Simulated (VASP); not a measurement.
# CaS (Oldhamite) (Fm-3m) in VASP: further runs

The runs below take CaS (Oldhamite) through single point, relaxation of cell and atoms, with r2SCAN.

Everything below comes from runs of VASP 6.6.1. Logs are shortened: lines on timing, memory, paths and dates and some standing lists are left out, and cuts for length are marked.

## 1. The cell of the first run

The structure is cubic, space group Fm-3m (No. 225). Conventional cell: a = 5.763 Å, b = 5.763 Å, c = 5.763 Å, α = 90.00°, β = 90.00°, γ = 90.00°. Within 3.8 Å of Ca (site symmetry m-3m) lie 6 S at 2.88 Å. S (site symmetry m-3m) has 6 Ca at 2.88 Å within 3.8 Å.

## 2. Single point, r2SCAN

File POSCAR:

```
CaS
1.0
    2.8812658363      2.8812658363      0.0000000000
   -2.8812658363      2.8812658363      0.0000000000
    0.0000000000      2.8812658363      2.8812658363
Ca S
1 1
Direct
    0.0000000000      0.0000000000      0.0000000000
    0.5000000000      0.5000000000      0.0000000000
```

File INCAR.step1:

```
  ALGO = Normal
  EDIFF = 1E-5
  ENCUT = 550
  GGA = PE
  GGA_COMPAT = False
  ISMEAR = 0
  LASPH = True
  LCHARG = False
  LREAL = False
  LWAVE = True
  NBANDS = 15
  NELM = 120
  PREC = Accurate
  SIGMA = 0.01
```

File INCAR.step2:

```
  ALGO = Normal
  EDIFF = 1E-6
  ENCUT = 550
  GGA_COMPAT = False
  ISIF = 2
  ISMEAR = 0
  ISTART = 1
  LASPH = True
  LCHARG = False
  LMIXTAU = True
  LREAL = False
  LWAVE = False
  METAGGA = R2SCAN
  NBANDS = 15
  NELM = 120
  PREC = Accurate
  SIGMA = 0.01
```

File KPOINTS:

```
k-points
0
Gamma
  8 8 8
```

Potentials or basis: VASP PAW PBE potentials, release 64 (Ca_sv, S).

Command:

```sh
> cat potpaw_PBE.64/Ca_sv/POTCAR potpaw_PBE.64/S/POTCAR > POTCAR
> cp INCAR.step1 INCAR
> mpirun -np 1 vasp_std > vasp.out
> cp INCAR.step2 INCAR
> mpirun -np 1 vasp_std > vasp.out
```

OUTCAR:

```text
EDIFF = 1E-6
   ENCUT = 550
   ISIF = 2
   ISMEAR = 0
   ISTART = 1
   LASPH = True
   LREAL = False
   METAGGA = R2SCAN
   NELM = 120
   PREC = Accurate

 ion  position               nearest neighbor table
   1  0.000  0.000  0.000-   2 2.88   2 2.88   2 2.88   2 2.88   2 2.88   2 2.88
   2  0.500  0.500  0.000-   1 2.88   1 2.88   1 2.88   1 2.88   1 2.88   1 2.88

  LATTYP: Found a face centered cubic cell.
 ALAT       =     5.7625316726

  Lattice vectors:

 A1 = (   0.0000000000,   2.8812658363,   2.8812658363)
 A2 = (   2.8812658363,   0.0000000000,   2.8812658363)
 A3 = (   2.8812658363,   2.8812658363,   0.0000000000)

Analysis of symmetry for initial positions (statically):
=====================================================================
 Subroutine PRICEL returns:
 Original cell was already a primitive cell.

 Routine SETGRP: Setting up the symmetry group for a
 face centered cubic supercell.

 Subroutine GETGRP returns: Found 48 space group operations
 (whereof 48 operations were pure point group operations)
 out of a pool of 48 trial point group operations.

The static configuration has the point symmetry O_h .

Analysis of symmetry for dynamics (positions and initial velocities):
=====================================================================
 Subroutine PRICEL returns:
 Original cell was already a primitive cell.

 Routine SETGRP: Setting up the symmetry group for a
 face centered cubic supercell.

 Subroutine GETGRP returns: Found 48 space group operations
 (whereof 48 operations were pure point group operations)
 out of a pool of 48 trial point group operations.

The dynamic configuration has the point symmetry O_h .

 Subroutine INISYM returns: Found 48 space group operations
 (whereof 48 operations are pure point group operations),
 and found     1 'primitive' translations

----------------------------------------------------------------------------------------

                                     Primitive cell

  volume of cell :      47.8388

  direct lattice vectors                    reciprocal lattice vectors
     2.881265836  2.881265836  0.000000000     0.173534838  0.173534838 -0.173534838
    -2.881265836  2.881265836  0.000000000    -0.173534838  0.173534838 -0.173534838
     0.000000000  2.881265836  2.881265836     0.000000000  0.000000000  0.347069676

  length of vectors
     4.074725222  4.074725222  4.074725222     0.300571156  0.300571156  0.347069676

  position of ions in fractional coordinates (direct lattice)
     0.000000000  0.000000000  0.000000000
     0.500000000  0.500000000  0.000000000

  ion indices of the primitive-cell ions
   primitive index   ion index
                 1           1
                 2           2

----------------------------------------------------------------------------------------

 KPOINTS: k-points

Automatic generation of k-mesh.
 Grid dimensions read from file:
 generate k-points for:    8    8    8

 Generating k-lattice:

  Cartesian coordinates                     Fractional coordinates (reciprocal lattice)
     0.021691855  0.021691855 -0.021691855     0.125000000  0.000000000  0.000000000
    -0.021691855  0.021691855 -0.021691855     0.000000000  0.125000000  0.000000000
     0.000000000  0.000000000  0.043383709     0.000000000  0.000000000  0.125000000

  Length of vectors
     0.037571395  0.037571395  0.043383709

  Shift w.r.t. Gamma in fractional coordinates (k-lattice)
     0.000000000  0.000000000  0.000000000

 Subroutine IBZKPT returns following result:
 ===========================================

 Found     29 irreducible k-points:

 Following reciprocal coordinates:
            Coordinates               Weight
  0.000000  0.000000  0.000000      1.000000
  0.125000  0.000000  0.000000      8.000000
  0.250000  0.000000  0.000000      8.000000
  0.375000  0.000000  0.000000      8.000000
  0.500000  0.000000  0.000000      4.000000
  0.125000  0.125000  0.000000     12.000000
[... 16 lines left out ...]
  0.375000  0.250000  0.125000     48.000000
  0.500000  0.250000  0.125000     24.000000
 [... further k-points ...]
   k-points           NKPTS =     29   k-points in BZ     NKDIM =     29   number of bands    NBANDS=     15
   number of dos      NEDOS =    301   number of ions     NIONS =      2
   total plane-waves  NPLWV =  32768
   dimension x,y,z NGX =    32 NGY =   32 NGZ =   32
   dimension x,y,z NGXF=    64 NGYF=   64 NGZF=   64
   ions per type =               1   1
   NGX,Y,Z   is equivalent  to a cutoff of  13.06, 13.06, 13.06 a.u.
   NGXF,Y,Z  is equivalent  to a cutoff of  26.11, 26.11, 26.11 a.u.
 SYSTEM =  unknown system
   PREC   = accura    normal or accurate (medium, high low for compatibility)
   ISTART =      1    job   : 0-new  1-cont  2-samecut
   ICHARG =      0    charge: 1-file 2-atom 10-const
   ISPIN  =      1    spin polarized calculation?
   LNONCOLLINEAR =      F non collinear calculations
   LSORBIT =      F    spin-orbit coupling
   LASPH  =      T    aspherical Exc in radial PAW
   ENCUT  =  550.0 eV  40.42 Ry    6.36 a.u.   7.79  7.79  7.79*2*pi/ulx,y,z
   NELM   =    120;   NELMIN=  2; NELMDL=  0     # of ELM steps
   EDIFF  = 0.1E-05   stopping-criterion for ELM
   LREAL  =      F    real-space projection
   EDIFFG = 0.1E-04   stopping-criterion for IOM
   NSW    =      0    number of steps for IOM
   IBRION =     -1    ionic relax: 0-MD 1-quasi-New 2-CG
   NFREE  =      0    steps in history (QN), initial steepest desc. (CG)
   ISIF   =      2    stress and relaxation
   ISYM   =      2    0-nonsym 1-usesym 2-fastsym
   POTIM  = 0.5000    time-step for ionic-motion
   TEBEG  =    0.0;   TEEND  =   0.0 temperature during run
   PSTRESS=    0.0 pullay stress
   NELECT =      16.0000    total number of electrons
   NUPDOWN=      -1.0000    fix difference up-down
   EMIN   =  10.00;   EMAX   =-10.00  energy-range for DOS
   EFERMI =   0.00;   METHOD = LEGACY
   ISMEAR =     0;   SIGMA  =   0.01  broadening in eV -4-tet -1-fermi 0-gaus
   EFERMI_NEDOS =   21; number of points for ismear=-14 and -15
   IALGO  =     38    algorithm
   IMIX   =      4    mixing-type and parameters
     AMIX     =   0.40;   BMIX     =  1.00
     AMIX_MAG =   1.60;   BMIX_MAG =  1.00
  volume/ion in A,a.u.               =      23.92       161.42
  Fermi-wavevector in a.u.,A,eV,Ry     =   1.136375  2.147437 17.569844  1.291347
  Thomas-Fermi vector in A             =   2.273080
   LORBIT       =      0    0 simple, 1 ext, 2 COOP (PROOUT), +10 PAW based schemes
   METAGGA = R2SCAN    functional components
   LHFCALC =     F    Hartree Fock is set to
   AEXX    =    0.0000 exact exchange contribution
   IVDW    =     0    specifies the selected vdW correction
   LEPSILON=     F    determine dielectric tensor
   LRPA    =     F    only Hartree local field effects (RPA)
 non-spin polarized calculation
 Gauss-broadening in eV      SIGMA  =   0.01
  energy-cutoff  :      550.00
  volume of cell :       47.84
 maximum number of plane-waves:      1424
   NGX = 15   NGY = 15   NGZ = 15

 number of electron      16.0000001 magnetization

 Free energy of the ion-electron system (eV)
  ---------------------------------------------------
  ext. energy  EPLUGINS =         0.00000000
  ---------------------------------------------------
  free energy    TOTEN  =       -19.93497473 eV

  energy without entropy =      -19.93497473  energy(sigma->0) =      -19.93497473

 E-fermi :   2.3925     XC(G=0):  -9.6214

 val. band max:        2.2417121584   @ k =   0.0000   0.0000   0.0000
 cond. band min:       5.1219695015   @ k =   0.5000   0.5000   0.0000
 fundamental gap:      2.8802573431
 Fermi energy:         2.3925176086

 k-point     1 :       0.0000    0.0000    0.0000
  band No.  band energies     occupation
      1     -38.6063      2.00000
      2     -18.7012      2.00000
      3     -18.7012      2.00000
      4     -18.7012      2.00000
      5      -9.4365      2.00000
      6       2.2417      2.00000
      7       2.2417      2.00000
      8       2.2417      2.00000
      9       6.9175      0.00000
     10       6.9175      0.00000
     11       6.9175      0.00000
     12       6.9334      0.00000
     13       7.5260      0.00000
     14       7.5260      0.00000
     15      13.7380      0.00000

 k-point     2 :       0.1250    0.0000    0.0000
  band No.  band energies     occupation
      1     -38.6050      2.00000
      2     -18.7229      2.00000
      3     -18.7028      2.00000
      4     -18.7028      2.00000
      5      -9.3351      2.00000
      6       1.6252      2.00000
      7       2.0367      2.00000
      8       2.0367      2.00000
      9       6.9161      0.00000
     10       7.1445      0.00000
     11       7.1445      0.00000
     12       7.6698      0.00000
     13       7.9160      0.00000
     14       7.9160      0.00000
     15      13.7837      0.00000

 k-point     3 :       0.2500    0.0000    0.0000
  band No.  band energies     occupation
      1     -38.6017      2.00000
      2     -18.7746      2.00000
      3     -18.7066      2.00000
      4     -18.7066      2.00000
      5      -9.0784      2.00000
      6       0.5016      2.00000
      7       1.6223      2.00000
      8       1.6223      2.00000
      9       7.0400      0.00000
     10       7.7230      0.00000
     11       7.7230      0.00000
     12       8.9038      0.00000
     13       8.9038      0.00000
     14       8.9968      0.00000
     15      13.0985      0.00000
[... 343 lines left out ...]
 k-point    23 :       0.3750    0.2500    0.1250
  band No.  band energies     occupation
      1     -38.5967      2.00000
      2     -18.8077      2.00000
      3     -18.7407      2.00000
      4     -18.7192      2.00000
      5      -8.7786      2.00000
      6      -0.1658      2.00000
      7       0.9918      2.00000
      8       1.2176      2.00000
      9       7.0526      0.00000
     10       8.6110      0.00000
     11       8.8888      0.00000
     12       9.0088      0.00000
     13       9.6552      0.00000
     14      11.1022      0.00000
     15      11.6092      0.00000

 k-point    24 :       0.5000    0.2500    0.1250
  band No.  band energies     occupation
      1     -38.5956      2.00000
      2     -18.8187      2.00000
      3     -18.7432      2.00000
      4     -18.7233      2.00000
      5      -8.7040      2.00000
      6      -0.2948      2.00000
      7       0.8054      2.00000
      8       1.1311      2.00000
      9       7.7225      0.00000
     10       8.0489      0.00000
     11       9.1761      0.00000
     12       9.4854      0.00000
     13       9.7725      0.00000
     14      10.7307      0.00000
     15      12.0518      0.00000

 [... further k-points ...]
[... 5 lines left out ...]
  --------------------------------------------------------------------------------------
  -------------------------------------------------------------------------------------
  Total       -0.5177674     -0.5177674     -0.5177674     -0.0000000     -0.0000000      0.0000000
  in kB      -17.3406471    -17.3406471    -17.3406471     -0.0000000     -0.0000000      0.0000000
  external PRESSURE =     -17.3406471 kB  Pullay stress =       0.0000000 kB

 VOLUME and BASIS-vectors are now :
 -----------------------------------------------------------------------------
  energy-cutoff  :      550.00
  volume of cell :       47.84
      direct lattice vectors                 reciprocal lattice vectors
     2.881265836  2.881265836  0.000000000     0.173534838  0.173534838 -0.173534838
    -2.881265836  2.881265836  0.000000000    -0.173534838  0.173534838 -0.173534838
     0.000000000  2.881265836  2.881265836     0.000000000  0.000000000  0.347069676

 POSITION                                       TOTAL-FORCE (eV/Angst)
 -----------------------------------------------------------------------------------
      0.00000      0.00000      0.00000        -0.000000     -0.000000      0.000000
      0.00000      2.88127      0.00000         0.000000      0.000000      0.000000
 -----------------------------------------------------------------------------------
    total drift:                                0.000000     -0.000000     -0.000000

  FREE ENERGIE OF THE ION-ELECTRON SYSTEM (eV)
  ---------------------------------------------------
  free  energy   TOTEN  =       -19.9349747299 eV

  energy  without entropy=      -19.9349747299  energy(sigma->0) =      -19.93497473
```

It took 63 s on 1 thread of Intel Xeon Platinum 8488C (Sapphire Rapids), shared host; peak memory 0.19 GiB.

Results:

```yaml
Free_energy: -19.9350 eV
Pressure: -1.7 GPa
Band_gap_on_the_k_mesh: 2.88 eV, indirect (least direct gap 3.68 eV)
```

Caveat: the PAW data sets were made with another functional, which shifts forces and pressure a little.

(Part 1 of 2 ends here.)
